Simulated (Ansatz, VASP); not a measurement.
## Mg2InPtC6N6 in VASP and in Ansatz

```
Mg In Pt C N
1.0
     0.00000    5.54037    5.54037
     5.54037    0.00000    5.54037
     5.54037    5.54037    0.00000
Mg In Pt C N
2 1 1 6 6
Direct
  0.25000 0.25000 0.25000
  0.75000 0.75000 0.75000
  0.50000 0.50000 0.50000
  0.00000 0.00000 0.00000
  0.81089 0.18911 0.18911
  0.18911 0.81089 0.18911
  0.18911 0.18911 0.81089
  0.18911 0.81089 0.81089
  0.81089 0.18911 0.81089
  0.81089 0.81089 0.18911
  0.70559 0.29441 0.29441
  0.29441 0.70559 0.29441
  0.29441 0.29441 0.70559
  0.29441 0.70559 0.70559
  0.70559 0.29441 0.70559
  0.70559 0.70559 0.29441
```

Alike in both runs: functional PBE; k mesh 4 × 4 × 4; occupations gaussian, width 0.1 eV; no spin polarisation.

Ansatz relaxed the structure, and its values are those at the end. VASP's run is a single point on that final structure, the one shown.

|  | VASP | Ansatz |
| --- | --- | --- |
| version | VASP 6.6.1 | Ansatz 0.2.0 |
| potentials or method | VASP PAW PBE potentials, release 64 (Mg, In_d, Pt, C, N), cutoff 520 eV | scalar-relativistic, plane waves, PAW |
| valence electrons in the cell | 81 | 105 |

```csv
,VASP,Ansatz,Ansatz less VASP
gap on the k mesh at the Fermi level (eV),none,none,-
pressure (GPa),0.4,0.0,-0.31
rms of the force components (eV/Å),0.197,0.010,-0.1879
```

A gap of «none» marks a metal or a gap that the smearing closes. One of these differences is far larger than is usual between the two programs; its cause wasn't traced. With one functional, cell and mesh, what is left measures potentials, basis and numerics. VASP's potentials hold 81 valence electrons a cell and Ansatz's 105, so a difference there can come from the potentials and not from the codes.

Spin-orbit coupling is off throughout. Noted on VASP's run: the standard files for N, O and F lose accuracy on very short bonds.
